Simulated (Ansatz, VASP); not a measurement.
# Two plane-wave programs on HfN

File POSCAR:

```
HfN
1.0
    3.1339080219      0.0000000000      0.0000000000
   -1.5669540110      2.7140439601      0.0000000000
    0.0000000000      0.0000000000      5.4167677200
Hf N
2 2
Direct
    0.3333333333      0.6666666667      0.2500000000
    0.6666666667      0.3333333333      0.7500000000
    0.0000000000      0.0000000000      0.5000000000
    0.0000000000      0.0000000000      0.0000000000
```

INCAR.step1

```
SYSTEM = HfN
PREC = Accurate ; ENCUT = 520
EDIFF = 1E-5 ; ISMEAR = -1
SIGMA = 0.05 ; LREAL = .FALSE.
LASPH = .TRUE. ; NELM = 100
ALGO = Normal ; ISIF = 2
LWAVE = .TRUE. ; LCHARG = .FALSE.
NBANDS = 23 ; GGA = PE
```

The input INCAR.step2:

```
SYSTEM = HfN
PREC = Accurate ; ENCUT = 520
EDIFF = 1E-7 ; ISMEAR = -1
SIGMA = 0.05 ; LREAL = .FALSE.
LASPH = .TRUE. ; NELM = 100
ALGO = Normal ; ISIF = 2
LWAVE = .FALSE. ; LCHARG = .FALSE.
GGA = PE ; LHFCALC = .TRUE.
HFSCREEN = 0.2079 ; PRECFOCK = Normal
NBANDS = 23 ; ISTART = 1
```

Contents of KPOINTS:

```
regular mesh
0
G
  6 6 3
  0 0 0
```

File input.yaml:

```yaml
crystal:
  lattice:
    - [3.1339080219, 0.0, 0.0]
    - [-1.566954011, 2.7140439601, 0.0]
    - [0.0, 0.0, 5.41676772]
  atoms:
    - { symbol: Hf, position: [0.3333333333, 0.6666666667, 0.25] }
    - { symbol: Hf, position: [0.6666666667, 0.3333333333, 0.75] }
    - { symbol: "N", position: [0.0, 0.0, 0.5] }
    - { symbol: "N", position: [0.0, 0.0, 0.0] }
hamiltonian:
  xc: hse06
  pseudopotentials: { kind: paw }
kpoints:
  mp_grid: { grid: [6, 6, 3] }
  band_path:
    path:
      - [[0.0, 0.0, 0.0], [0.5, 0.0, 0.0], [0.3333333333, 0.3333333333, 0.0], [0.0, 0.0, 0.0], [0.0, 0.0, 0.5], [0.5, 0.0, 0.5], [0.3333333333, 0.3333333333, 0.5], [0.0, 0.0, 0.5]]
      - [[0.5, 0.0, 0.5], [0.5, 0.0, 0.0]]
      - [[0.3333333333, 0.3333333333, 0.0], [0.3333333333, 0.3333333333, 0.5]]
    npoints: 4
scf:
  occupations: { method: fermi_dirac, width: 0.05 }
  n_extra_bands: 10
output:
  forces: true
  stress: true
  eigenvalues: true
  fatbands: false
  write_density: true
  write_potential: true
  elf: true
  volumetric_format: npy
```

Alike in both runs: functional HSE06; k mesh 6 × 6 × 3; occupations fermi-dirac, width 0.05 eV; no spin polarisation.

|  | VASP | Ansatz |
| --- | --- | --- |
| version | VASP 6.6.1 | Ansatz 0.2.0 |
| potentials or method | VASP PAW PBE potentials, release 64 (Hf_pv, N) | Ansatz PAW |
| plane-wave cutoff (eV) | 520 | 420 |
| valence electrons in the cell | 30 | 62 |
| task | single point | band structure |

```csv
,VASP,Ansatz,Ansatz less VASP
gap on the k mesh at the Fermi level (eV),none,none,-
pressure (GPa),-3.1,1.3,+4.43
"traceless stress, the component that is largest in VASP (GPa)",-1.11,-1.43,-0.324
```

A gap of «none» marks a metal or a gap that the smearing closes. One of these differences is far larger than is usual between the two programs; its cause wasn't traced. With one functional, cell and mesh, what is left measures potentials, basis and numerics. VASP's potentials hold 30 valence electrons a cell and Ansatz's 62, so a difference there can come from the potentials and not from the codes.

The k mesh is coarse, so the values compare programs but aren't converged. Spin-orbit coupling is off throughout.
